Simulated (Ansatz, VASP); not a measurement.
## One calculation of Al, two programs

File INCAR:

```
SYSTEM = Al
  ALGO = Fast
  EDIFF = 1E-7
  ENCUT = 520
  ISIF = 2
  ISMEAR = 0
  LASPH = .TRUE.
  LCHARG = .TRUE.
  LELF = .TRUE.
  LREAL = .FALSE.
  LVHAR = .TRUE.
  LWAVE = .FALSE.
  NBANDS = 8
  NELM = 100
  PREC = Accurate
  SIGMA = 0.1
```

File KPOINTS:

```
k-points
0
G
  18 18 18
  0 0 0
```

File POSCAR:

```
Al
1.0
    0.0000000000      2.0208104482      2.0208104482
    2.0208104482      0.0000000000      2.0208104482
    2.0208104482      2.0208104482      0.0000000000
Al
1
Direct
    0.0000000000      0.0000000000      0.0000000000
```

Input for Ansatz:

```yaml
crystal:
  lattice:
    - [0.0, 2.0208104482, 2.0208104482]
    - [2.0208104482, 0.0, 2.0208104482]
    - [2.0208104482, 2.0208104482, 0.0]
  atoms:
    - { symbol: Al, position: [0.0, 0.0, 0.0] }
kpoints:
  mp_grid: { grid: [18, 18, 18] }
hamiltonian:
  xc: lda
scf:
  occupations: { method: gaussian, width: 0.1 }
output:
  forces: true
  eigenvalues: true
  stress: true
```

Alike in both runs: task single point; functional LDA; k mesh 18 × 18 × 18; occupations gaussian, width 0.1 eV; no spin polarisation.

|  | VASP | Ansatz |
| --- | --- | --- |
| version | VASP 6.6.1 | Ansatz 0.2.0 |
| potentials or method | VASP PAW LDA potentials, release 64 (Al) | scalar-relativistic, plane waves, PAW |
| plane-wave cutoff (eV) | 520 | 420 |
| valence electrons in the cell | 3 | 3 |

|  | VASP | Ansatz | Ansatz less VASP |
| --- | --- | --- | --- |
| gap on the k mesh at the Fermi level (eV) | none | none | - |
| pressure (GPa) | -3.2 | -3.2 | -0.05 |

LDA's correlation is that of Perdew and Zunger in VASP and of Perdew and Wang (1992) in Ansatz. A gap of «none» marks a metal or a gap that the smearing closes.
